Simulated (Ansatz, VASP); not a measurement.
Two plane-wave programs on Ta

File POSCAR:

```
Ta
1.0
    0.0000000000      3.1464493917      3.1464493917
    3.1464493917      0.0000000000      3.1464493917
    3.1464493917      3.1464493917      0.0000000000
Ta
2
Direct
    0.1250000000      0.1250000000      0.1250000000
    0.8750000000      0.8750000000      0.8750000000
```

Contents of INCAR.step1:

```
SYSTEM = Ta
PREC = Accurate ; ENCUT = 520
ISMEAR = -1 ; SIGMA = 0.1
LREAL = .False. ; LASPH = .True.
NELM = 80 ; NBANDS = 18
GGA = PE ; ALGO = Normal
EDIFF = 1E-4 ; LWAVE = .True.
LCHARG = .False.
```

Contents of INCAR.step2:

```
SYSTEM = Ta
PREC = Accurate ; ENCUT = 520
EDIFF = 1E-6 ; ISMEAR = -1
SIGMA = 0.1 ; LREAL = .False.
LASPH = .True. ; NELM = 80
ALGO = Normal ; ISIF = 2
LWAVE = .False. ; LCHARG = .False.
METAGGA = R2SCAN ; LMIXTAU = .True.
NBANDS = 18 ; ISTART = 1
```

The input KPOINTS:

```
regular mesh
0
Gamma
  10 10 10
  0 0 0
```

Input for Ansatz:

```yaml
crystal:
  lattice:
    - [0.0, 3.1464493917, 3.1464493917]
    - [3.1464493917, 0.0, 3.1464493917]
    - [3.1464493917, 3.1464493917, 0.0]
  atoms:
    - { symbol: Ta, position: [0.125, 0.125, 0.125] }
    - { symbol: Ta, position: [0.875, 0.875, 0.875] }
hamiltonian:
  xc: r2scan
  pseudopotentials:
    kind: paw
    azcp:
      Ta: "pseudopotentials/Ta.paw.azcp"
basis:
  ecutwfc: 500
  fft_grid_basis: typed
kpoints:
  mp_grid: { grid: [10, 10, 10], shift: [0, 0, 0] }
magnetization:
  spin_polarized: false
scf:
  occupations: { method: fermi_dirac, width: 0.1 }
  lower_state_search: "off"
output:
  stress: true
```

Alike in both runs: task single point; functional r2SCAN; k mesh 10 × 10 × 10; occupations fermi-dirac, width 0.1 eV; no spin polarisation.

|  | VASP | Ansatz |
| --- | --- | --- |
| version | VASP 6.6.1 | Ansatz 0.2.0 |
| potentials or method | VASP PAW PBE potentials, release 64 (Ta_pv), cutoff 520 eV | plane waves (500 eV) with PAW, scalar-relativistic |
| valence electrons in the cell | 22 | 26 |

VASP gave:

| Quantity | Value |
| --- | --- |
| pressure (GPa) | -6.4 |

Task: Estimate Ansatz's values.

Result: Pressure (GPa): -6.5.

VASP's potentials were made for PBE, not for r2SCAN. VASP's potentials hold 22 valence electrons a cell and Ansatz's 26, so a difference there can come from the potentials and not from the codes.

Neither program's run includes spin-orbit coupling.
